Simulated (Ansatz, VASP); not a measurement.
# Mn in VASP and in Ansatz

```
Mn
1.0
     2.94470    0.00000    0.00000
     0.00000    2.94470    0.00000
     0.00000    0.00000    2.94470
Mn
2
Cartesian
  0.0000 0.0000 0.0000
  1.4724 1.4724 1.4724
```

Alike in both runs: task single point; functional RPBE; k mesh 12 × 12 × 12; occupations fermi-dirac, width 0.05 eV; collinear spin.

|  | VASP | Ansatz |
| --- | --- | --- |
| version | VASP 6.6.1 | Ansatz 0.2.0 |
| potentials or method | VASP PAW PBE potentials, release 64 (Mn_pv), cutoff 520 eV | plane waves (420 eV) with PAW, scalar-relativistic |
| valence electrons in the cell | 26 | 30 |

VASP gave:

* pressure (GPa): 5.2
* net moment per atom (μB): 0.00
* size of the moment on the site where the two differ most (μB): 2.82

What did Ansatz give for the same quantities?

Pressure (GPa): 4.8; net moment per atom (μB): 0.00; size of the moment on the site where the two differ most (μB): 2.74.

VASP's potentials were made for PBE, not for RPBE. Site moments also hang on the region over which each program counts them. VASP's potentials hold 26 valence electrons a cell and Ansatz's 30, so a difference there can come from the potentials and not from the codes.
